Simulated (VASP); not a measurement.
# Si: single point with LDA

The system is Si, a slab with vacuum.

```xyz
5
Lattice="3.8195 0.0000 0.0000 0.0000 3.8195 0.0000 0.0000 0.0000 21.0645" Properties=species:S:1:pos:R:3 pbc="T T T"
Si    0.0000    1.9098    4.0000
Si    0.0000    0.0000    5.3504
Si    1.9098    0.0000    6.7466
Si    1.9098    1.9098    8.0645
Si    3.3421    3.3421   10.4345
```

```json
{
  "Program": "VASP 6.6.1",
  "Task": "single point",
  "Functional": "LDA",
  "Potentials or basis": "VASP PAW LDA potentials, release 64 (Si)",
  "Cutoff": "520 eV",
  "k mesh": "7 × 7 × 1",
  "Occupations": "gaussian, width 0.05 eV",
  "Spin": "collinear spin",
  "Starting moments": "[0.0, 0.0, 0.0, 0.0, 2.0] μB"
}
```

The largest force is 1.661 eV/Å. The net moment is 0.40 μB per cell. The site moments are Si +0.01, +0.09 μB and the valence electrons inside the program's atomic spheres are Si 1.60, 1.69, 1.58, 1.45.

Forces on the atoms (eV/Å):
```
Si   0.084  0.009  0.116
Si  -0.062  0.098  0.119
Si  -0.022 -0.122 -0.150
Si   0.286  0.647  1.423
Si  -0.286 -0.632 -1.509
```

Levels at points of the mesh, in eV from the Fermi level:
Spin up:
| k point | band 6 | band 7 | band 8 | band 9 | band 10 | band 11 | band 12 | band 13 | band 14 | band 15 |
| --- | --- | --- | --- | --- | --- | --- | --- | --- | --- | --- |
| (0.00, 0.00, 0.00) | -1.99 | -1.84 | -0.72 | -0.30 | 0.99 | 1.20 | 1.50 | 1.69 | 2.01 | 2.18 |
Spin down:
```csv
k point,band 7,band 8,band 9,band 10,band 11,band 12,band 13,band 14
"(0.00, 0.00, 0.00)",-1.82,-0.69,-0.21,1.03,1.32,1.55,1.74,2.11
```

It took 4 min on 1 thread of Intel(R) Xeon(R) 6975P-C (Granite Rapids) (shared host), peak memory 0.44 GiB.
